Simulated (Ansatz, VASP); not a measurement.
## Sn2PbO3: VASP beside Ansatz

Contents of INCAR:

```
PREC     = Accurate       # precision mode
ENCUT    = 520            # plane-wave cutoff, eV
EDIFF    = 1E-6           # SCF threshold, eV
ISMEAR   = 0              # smearing method
SIGMA    = 0.1            # smearing width, eV
LREAL    = F              # projectors in reciprocal space
LASPH    = T              # aspherical terms in the spheres
NELM     = 60             # most SCF steps
ALGO     = Normal         # electronic algorithm
ISIF     = 2              # what is computed and relaxed
LWAVE    = F              # write WAVECAR
LCHARG   = F              # write CHGCAR
GGA      = PE             # functional
NBANDS   = 72             # bands
```

Contents of KPOINTS:

```
Automatic mesh
0
Gamma
  4 2 4
```

File POSCAR:

```
Sn2PbO3
1.0
    3.9131173400      0.0000000000      0.0000000000
    0.0000000000     11.7393520200      0.0000000000
    0.0000000000      0.0000000000      4.9773369500
Sn Pb O
4 2 6
Direct
    0.0000000000      0.8333333300      0.2385000000
    0.0000000000      0.1666666700      0.2385000000
    0.5000000000      0.3333333300      0.7615000000
    0.5000000000      0.6666666700      0.7615000000
    0.0000000000      0.5000000000      0.2385000000
    0.5000000000      0.0000000000      0.7615000000
    0.0000000000      0.3333333300      0.0000000000
    0.0000000000      0.6666666700      0.0000000000
    0.0000000000      0.0000000000      0.0000000000
    0.5000000000      0.5000000000      0.0000000000
    0.5000000000      0.8333333300      0.0000000000
    0.5000000000      0.1666666700      0.0000000000
```

Input for Ansatz:

```yaml
crystal:
  lattice:
    - [3.91311734, 0.0, 0.0]
    - [0.0, 11.73935202, 0.0]
    - [0.0, 0.0, 4.97733695]
  atoms:
    - { symbol: Sn, position: [0.0, 0.83333333, 0.2385] }
    - { symbol: Sn, position: [0.0, 0.16666667, 0.2385] }
    - { symbol: Sn, position: [0.5, 0.33333333, 0.7615] }
    - { symbol: Sn, position: [0.5, 0.66666667, 0.7615] }
    - { symbol: Pb, position: [0.0, 0.5, 0.2385] }
    - { symbol: Pb, position: [0.5, 0.0, 0.7615] }
    - { symbol: O, position: [0.0, 0.33333333, 0.0] }
    - { symbol: O, position: [0.0, 0.66666667, 0.0] }
    - { symbol: O, position: [0.0, 0.0, 0.0] }
    - { symbol: O, position: [0.5, 0.5, 0.0] }
    - { symbol: O, position: [0.5, 0.83333333, 0.0] }
    - { symbol: O, position: [0.5, 0.16666667, 0.0] }
basis:
  ecutwfc: 420
kpoints:
  mp_grid: { grid: [4, 2, 4] }
hamiltonian:
  xc: pbe
scf:
  occupations: { method: gaussian, width: 0.1 }
  lower_state_search: "off"
output:
  forces: true
  stress: true
  eigenvalues: true
```

Alike in both runs: task single point; functional PBE; k mesh 4 × 2 × 4; occupations gaussian, width 0.1 eV; no spin polarisation.

|  | VASP | Ansatz |
| --- | --- | --- |
| version | VASP 6.6.1 | Ansatz 0.2.0 |
| potentials or method | VASP PAW PBE potentials, release 64 (Sn_d, Pb_d, O), cutoff 520 eV | scalar-relativistic, plane waves, PAW |
| valence electrons in the cell | 120 | 120 |

VASP gave:

* gap on the k mesh at the Fermi level (eV): 0.60
* least direct gap on the mesh (eV): 2.18
* pressure (GPa): 0.7
* traceless stress, the component that is largest in VASP (GPa): -0.31
* rms of the force components (eV/Å): 0.554

Which values does Ansatz return?

gap on the k mesh at the Fermi level (eV): 0.59; least direct gap on the mesh (eV): 2.21; pressure (GPa): 0.5; traceless stress, the component that is largest in VASP (GPa): -0.32; rms of the force components (eV/Å): 0.559.

Atom by atom the forces differ by 0.024 eV/Å (rms over components).

Spin-orbit coupling is off throughout.
